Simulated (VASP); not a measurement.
# Zr2PdC2 (I4/mmm) in VASP: a series of runs

The runs below take Zr2PdC2 through single point, with PBE.

All numbers are computed with VASP 6.6.1; they aren't measurements. Logs are shortened: lines on timing, memory, paths and dates and some standing lists are left out, and cuts for length are marked.

### 1 The cell of the first run

It takes space group I4/mmm (No. 139, tetragonal). The conventional cell has a = 4.404 Å, b = 4.404 Å, c = 7.314 Å, α = 90.00°, β = 90.00°, γ = 90.00°. Within 3.4 Å of Zr (site symmetry -4m2) lie 8 C at 2.47 to 3.37 Å and 4 Pd at 2.86 Å and 4 Zr at 3.11 Å. Pd (site symmetry 4/mmm) has 8 Zr at 2.86 Å and 10 C at 2.94 to 3.20 Å within 3.8 Å. C (site symmetry 4mm) has 1 C at 1.43 Å within 1.9 Å.

### 2 Single point, PBE

Input file INCAR:

```
PREC = Accurate ; ENCUT = 520
EDIFF = 1E-6 ; ISMEAR = 0
SIGMA = 0.1 ; LREAL = F
LASPH = T ; NELM = 80
ALGO = Normal ; ISIF = 2
LWAVE = F ; LCHARG = F
GGA = PE ; NBANDS = 29
```

Input file KPOINTS:

```
regular mesh
0
Gamma
  6 6 6
```

Input file POSCAR:

```
Zr2PdC2
1.0
   -2.2021948071      2.2021948071      3.6570040712
    2.2021948071     -2.2021948071      3.6570040712
    2.2021948071      2.2021948071     -3.6570040712
Zr Pd C
2 1 2
Direct
    0.7500000000      0.2500000000      0.5000000000
    0.2500000000      0.7500000000      0.5000000000
    0.0000000000      0.0000000000      0.0000000000
    0.4019120727      0.4019120727      0.0000000000
    0.5980879273      0.5980879273      0.0000000000
```

Potentials or basis: VASP PAW PBE potentials, release 64 (Zr_sv, Pd, C).

The run is started by

```sh
cat potpaw_PBE.64/Zr_sv/POTCAR potpaw_PBE.64/Pd/POTCAR potpaw_PBE.64/C/POTCAR > POTCAR
mpirun -np 1 vasp_std > vasp.out
```

OUTCAR:

```text
PREC = Accurate
   ENCUT = 520
   EDIFF = 1E-6
   ISMEAR = 0
   LREAL = F
   LASPH = T
   NELM = 80
   ISIF = 2
   GGA = PE

 ion  position               nearest neighbor table
   1  0.750  0.250  0.500-   4 2.47   5 2.47   4 2.47   5 2.47   3 2.86   3 2.86   3 2.86   3 2.86
                             2 3.11   2 3.11   2 3.11   2 3.11   2 3.66   2 3.66
   2  0.250  0.750  0.500-   4 2.47   5 2.47   4 2.47   5 2.47   3 2.86   3 2.86   3 2.86   3 2.86
                             1 3.11   1 3.11   1 3.11   1 3.11   1 3.66   1 3.66
   3  0.000  0.000  0.000-   1 2.86   2 2.86   1 2.86   2 2.86   1 2.86   2 2.86   1 2.86   2 2.86

   4  0.402  0.402  0.000-   5 1.43   2 2.47   1 2.47   2 2.47   1 2.47
   5  0.598  0.598  0.000-   4 1.43   1 2.47   2 2.47   1 2.47   2 2.47

  LATTYP: Found a body centered tetragonal cell.
 ALAT       =     4.4043896142
 C/A-ratio  =     1.6606178797

  Lattice vectors:

 A1 = (  -2.2021948071,   2.2021948071,   3.6570040712)
 A2 = (   2.2021948071,  -2.2021948071,   3.6570040712)
 A3 = (   2.2021948071,   2.2021948071,  -3.6570040712)

Analysis of symmetry for initial positions (statically):
=====================================================================
 Subroutine PRICEL returns:
 Original cell was already a primitive cell.

 Routine SETGRP: Setting up the symmetry group for a
 body centered tetragonal supercell.

 Subroutine GETGRP returns: Found 16 space group operations
 (whereof 16 operations were pure point group operations)
 out of a pool of 16 trial point group operations.

The static configuration has the point symmetry D_4h.

Analysis of symmetry for dynamics (positions and initial velocities):
=====================================================================
 Subroutine PRICEL returns:
 Original cell was already a primitive cell.

 Routine SETGRP: Setting up the symmetry group for a
 body centered tetragonal supercell.

 Subroutine GETGRP returns: Found 16 space group operations
 (whereof 16 operations were pure point group operations)
 out of a pool of 16 trial point group operations.

The dynamic configuration has the point symmetry D_4h.

 Subroutine INISYM returns: Found 16 space group operations
 (whereof 16 operations are pure point group operations),
 and found     1 'primitive' translations

----------------------------------------------------------------------------------------

                                     Primitive cell

  volume of cell :      70.9409

  direct lattice vectors                    reciprocal lattice vectors
    -2.202194807  2.202194807  3.657004071     0.000000000  0.227046217  0.136723939
     2.202194807 -2.202194807  3.657004071     0.227046217  0.000000000  0.136723939
     2.202194807  2.202194807 -3.657004071     0.227046217  0.227046217  0.000000000

  length of vectors
     4.803436552  4.803436552  4.803436552     0.265034752  0.265034752  0.321091839

  position of ions in fractional coordinates (direct lattice)
     0.750000000  0.250000000  0.500000000
     0.250000000  0.750000000  0.500000000
     0.000000000  0.000000000  0.000000000
     0.401912073  0.401912073  0.000000000
     0.598087927  0.598087927  0.000000000

  ion indices of the primitive-cell ions
   primitive index   ion index
                 1           1
                 2           2
                 3           3
                 4           4
                 5           5

----------------------------------------------------------------------------------------

 KPOINTS: regular mesh

Automatic generation of k-mesh.
 Grid dimensions read from file:
 generate k-points for:    6    6    6

 Generating k-lattice:

  Cartesian coordinates                     Fractional coordinates (reciprocal lattice)
     0.000000000  0.037841036  0.022787323     0.166666667  0.000000000  0.000000000
     0.037841036  0.000000000  0.022787323     0.000000000  0.166666667  0.000000000
     0.037841036  0.037841036  0.000000000     0.000000000  0.000000000  0.166666667

  Length of vectors
     0.044172459  0.044172459  0.053515307

  Shift w.r.t. Gamma in fractional coordinates (k-lattice)
     0.000000000  0.000000000  0.000000000

 Subroutine IBZKPT returns following result:
 ===========================================

 Found     30 irreducible k-points:

 Following reciprocal coordinates:
            Coordinates               Weight
  0.000000  0.000000  0.000000      1.000000
  0.166667 -0.000000  0.000000      8.000000
  0.333333  0.000000  0.000000      8.000000
  0.500000  0.000000  0.000000      4.000000
  0.166667  0.166667  0.000000      8.000000
  0.333333  0.166667  0.000000     16.000000
[... 16 lines left out ...]
 -0.333333 -0.333333  0.166667      8.000000
 -0.166667 -0.333333  0.166667      8.000000
 [... further k-points ...]
   k-points           NKPTS =     30   k-points in BZ     NKDIM =     30   number of bands    NBANDS=     29
   number of dos      NEDOS =    301   number of ions     NIONS =      5
   total plane-waves  NPLWV =  46656
   dimension x,y,z NGX =    36 NGY =   36 NGZ =   36
   dimension x,y,z NGXF=    72 NGYF=   72 NGZF=   72
   ions per type =               2   1   2
   NGX,Y,Z   is equivalent  to a cutoff of  12.46, 12.46, 12.46 a.u.
   NGXF,Y,Z  is equivalent  to a cutoff of  24.92, 24.92, 24.92 a.u.
 SYSTEM =  unknown system
   PREC   = accura    normal or accurate (medium, high low for compatibility)
   ISTART =      0    job   : 0-new  1-cont  2-samecut
   ICHARG =      2    charge: 1-file 2-atom 10-const
   ISPIN  =      1    spin polarized calculation?
   LNONCOLLINEAR =      F non collinear calculations
   LSORBIT =      F    spin-orbit coupling
   LASPH  =      T    aspherical Exc in radial PAW
   ENCUT  =  520.0 eV  38.22 Ry    6.18 a.u.   8.93  8.93  8.93*2*pi/ulx,y,z
   NELM   =     80;   NELMIN=  2; NELMDL= -5     # of ELM steps
   EDIFF  = 0.1E-05   stopping-criterion for ELM
   LREAL  =      F    real-space projection
   EDIFFG = 0.1E-04   stopping-criterion for IOM
   NSW    =      0    number of steps for IOM
   IBRION =     -1    ionic relax: 0-MD 1-quasi-New 2-CG
   NFREE  =      0    steps in history (QN), initial steepest desc. (CG)
   ISIF   =      2    stress and relaxation
   ISYM   =      2    0-nonsym 1-usesym 2-fastsym
   POTIM  = 0.5000    time-step for ionic-motion
   TEBEG  =    0.0;   TEEND  =   0.0 temperature during run
   PSTRESS=    0.0 pullay stress
   NELECT =      42.0000    total number of electrons
   NUPDOWN=      -1.0000    fix difference up-down
   EMIN   =  10.00;   EMAX   =-10.00  energy-range for DOS
   EFERMI =   0.00;   METHOD = LEGACY
   ISMEAR =     0;   SIGMA  =   0.10  broadening in eV -4-tet -1-fermi 0-gaus
   EFERMI_NEDOS =   21; number of points for ismear=-14 and -15
   IALGO  =     38    algorithm
   IMIX   =      4    mixing-type and parameters
     AMIX     =   0.40;   BMIX     =  1.00
     AMIX_MAG =   1.60;   BMIX_MAG =  1.00
  volume/ion in A,a.u.               =      14.19        95.75
  Fermi-wavevector in a.u.,A,eV,Ry     =   1.374650  2.597713 25.710439  1.889664
  Thomas-Fermi vector in A             =   2.500058
   LORBIT       =      0    0 simple, 1 ext, 2 COOP (PROOUT), +10 PAW based schemes
   GGA     = PE    functional components
   LHFCALC =     F    Hartree Fock is set to
   AEXX    =    0.0000 exact exchange contribution
   IVDW    =     0    specifies the selected vdW correction
   LEPSILON=     F    determine dielectric tensor
   LRPA    =     F    only Hartree local field effects (RPA)
 non-spin polarized calculation
 Gauss-broadening in eV      SIGMA  =   0.10
  energy-cutoff  :      520.00
  volume of cell :       70.94
 maximum number of plane-waves:      1922
   NGX = 17   NGY = 17   NGZ = 17

 number of electron      42.0000003 magnetization

 Free energy of the ion-electron system (eV)
  ---------------------------------------------------
  ext. energy  EPLUGINS =         0.00000000
  ---------------------------------------------------
  free energy    TOTEN  =       -40.01279108 eV

  energy without entropy =      -39.98540268  energy(sigma->0) =      -39.99909688

 E-fermi :   9.6342     XC(G=0): -12.0033

 val. band max:        9.6204313416   @ k =  -0.1667   0.1667   0.1667
 cond. band min:       9.6389498097   @ k =  -0.3333  -0.3333   0.3333
 fundamental gap:      0.0185184681
 Fermi energy:         9.6342411040

 k-point     1 :       0.0000    0.0000    0.0000
  band No.  band energies     occupation
      1     -39.1682      2.00000
      2     -39.0240      2.00000
      3     -17.4240      2.00000
      4     -17.4240      2.00000
      5     -17.3107      2.00000
      6     -17.2970      2.00000
[... 21 lines left out ...]
     28      13.8804      0.00000
     29      14.9168      0.00000

 k-point     2 :       0.1667   -0.0000    0.0000
  band No.  band energies     occupation
      1     -39.1582      2.00000
      2     -39.0335      2.00000
      3     -17.3935      2.00000
      4     -17.3866      2.00000
      5     -17.3123      2.00000
      6     -17.2988      2.00000
[... 21 lines left out ...]
     28      14.2561      0.00000
     29      14.2782      0.00000

 k-point     3 :       0.3333    0.0000    0.0000
  band No.  band energies     occupation
      1     -39.1313      2.00000
      2     -39.0595      2.00000
      3     -17.3233      2.00000
      4     -17.3062      2.00000
      5     -17.2948      2.00000
      6     -17.2830      2.00000
[... 21 lines left out ...]
     28      13.9796      0.00000
     29      14.5860      0.00000

 k-point     4 :       0.5000    0.0000    0.0000
  band No.  band energies     occupation
      1     -39.0956      2.00000
      2     -39.0948      2.00000
      3     -17.3161      2.00000
      4     -17.3110      2.00000
      5     -17.1712      2.00000
      6     -17.1678      2.00000
[... 597 lines left out ...]
     28      14.3199      0.00000
     29      15.0704      0.00000

 k-point    23 :      -0.3333   -0.3333    0.1667
  band No.  band energies     occupation
      1     -39.1431      2.00000
      2     -39.0472      2.00000
      3     -17.4689      2.00000
      4     -17.4237      2.00000
      5     -17.2717      2.00000
      6     -17.2105      2.00000
[... 21 lines left out ...]
     28      13.6875      0.00000
     29      14.7226      0.00000

 k-point    24 :      -0.1667   -0.3333    0.1667
  band No.  band energies     occupation
      1     -39.1536      2.00000
      2     -39.0373      2.00000
      3     -17.4042      2.00000
      4     -17.3918      2.00000
      5     -17.3881      2.00000
      6     -17.2370      2.00000
[... 21 lines left out ...]
     28      14.2599      0.00000
     29      14.5171      0.00000

 [... further k-points ...]

------------------------ aborting loop because EDIFF is reached ----------------------------------------

  FORCE on cell =-STRESS in cart. coord.  units (eV):
  Direction    XX          YY          ZZ          XY          YZ          ZX
  --------------------------------------------------------------------------------------
  -------------------------------------------------------------------------------------
  Total        0.1083620      0.1083620      0.1633452      0.0000000      0.0000000      0.0000000
  in kB        2.4473192      2.4473192      3.6890972      0.0000000      0.0000000      0.0000000
  external PRESSURE =       2.8612452 kB  Pullay stress =       0.0000000 kB

 VOLUME and BASIS-vectors are now :
 -----------------------------------------------------------------------------
  energy-cutoff  :      520.00
  volume of cell :       70.94
      direct lattice vectors                 reciprocal lattice vectors
    -2.202194807  2.202194807  3.657004071     0.000000000  0.227046217  0.136723939
     2.202194807 -2.202194807  3.657004071     0.227046217  0.000000000  0.136723939
     2.202194807  2.202194807 -3.657004071     0.227046217  0.227046217  0.000000000

 POSITION                                       TOTAL-FORCE (eV/Angst)
 -----------------------------------------------------------------------------------
     -0.00000      2.20219      1.82850         0.000000      0.000000      0.000000
      2.20219     -0.00000      1.82850         0.000000      0.000000      0.000000
      0.00000      0.00000      0.00000         0.000000      0.000000      0.000000
      0.00000      0.00000      2.93959        -0.000000     -0.000000     -0.043541
      0.00000      0.00000      4.37442        -0.000000     -0.000000      0.043541
 -----------------------------------------------------------------------------------
    total drift:                               -0.000000      0.000000     -0.000000

  FREE ENERGIE OF THE ION-ELECTRON SYSTEM (eV)
  ---------------------------------------------------
  free  energy   TOTEN  =       -40.0127910815 eV

  energy  without entropy=      -39.9854026849  energy(sigma->0) =      -39.99909688
```

It took 100 s on 1 thread of Oxide Virtual Turin-like, shared host; peak memory 0.21 GiB.

What came out:

```yaml
Free_energy: -40.0128 eV
Pressure: 0.3 GPa
Largest_force: 0.044 eV/Å
Band_gap_on_the_k_mesh: zero (bands 21 and 22 overlap by 1.00 eV)
```

Forces on the atoms (eV/Å):
```
Zr   0.000  0.000  0.000
Zr   0.000  0.000  0.000
Pd   0.000  0.000  0.000
C    0.000  0.000 -0.044
C    0.000  0.000  0.044
```

### 3 Single point, PBE

This run uses another cell than the first one, of 16.29 Å³/atom.

Input file INCAR:

```
PREC = Accurate
ENCUT = 520
EDIFF = 1E-7
ISMEAR = 0
SIGMA = 0.1
LREAL = False
LASPH = True
NELM = 80
ALGO = Normal
ISIF = 2
LWAVE = False
LCHARG = False
GGA = PE
NBANDS = 29
```

KPOINTS is that of step 2.

Input file POSCAR:

```
Zr2PdC2
1.0
   -2.0630624277      2.0630624277      4.7837666444
    2.0630624277     -2.0630624277      4.7837666444
    2.0630624277      2.0630624277     -4.7837666444
Zr Pd C
2 1 2
Direct
    0.3247441954      0.3247441954      0.0000000000
    0.6752558046      0.6752558046      0.0000000000
    0.0000000000      0.0000000000      0.0000000000
    0.2500000000      0.7500000000      0.5000000000
    0.7500000000      0.2500000000      0.5000000000
```

Potentials or basis: VASP PAW PBE potentials, release 64 (Zr_sv, Pd, C).

The run is started by

```sh
cat potpaw_PBE.64/Zr_sv/POTCAR potpaw_PBE.64/Pd/POTCAR potpaw_PBE.64/C/POTCAR > POTCAR
mpirun -np 1 vasp_std > vasp.out
```

It took 1.8 min on 1 thread of Oxide Virtual Turin-like, shared host; peak memory 0.26 GiB.

The run converged. Its results:

```yaml
Free_energy: -40.2812 eV
Pressure: 0.2 GPa
Largest_force: 0.022 eV/Å
Band_gap_on_the_k_mesh: zero (bands 21 and 22 overlap by 1.34 eV)
```

Forces on the atoms (eV/Å):
```
Zr   0.000  0.000  0.022
Zr   0.000  0.000 -0.022
Pd   0.000  0.000  0.000
C    0.000  0.000  0.000
C    0.000  0.000  0.000
```

Stress tensor (GPa, compression positive):
```
0.30 0.00 0.00
0.00 0.30 0.00
0.00 0.00 0.11
```

Levels at points of the mesh, in eV from the Fermi level:
```csv
k point,band 17,band 18,band 19,band 20,band 21,band 22,band 23,band 24,band 25,band 26
"(0.00, 0.00, 0.00)",-1.58,-1.21,-1.21,-0.76,-0.76,-0.67,0.90,3.61,3.61,4.07
"(0.50, 0.00, 0.00)",-1.97,-1.89,-1.42,-0.89,-0.88,-0.39,1.10,3.24,3.77,3.78
"(0.50, 0.50, 0.00)",-1.96,-1.69,-1.61,-1.19,0.16,0.31,0.46,1.68,2.44,3.12
"(0.50, 0.50, 0.50)",-1.96,-1.79,-1.67,0.35,0.35,0.58,0.62,3.03,3.03,3.31
```
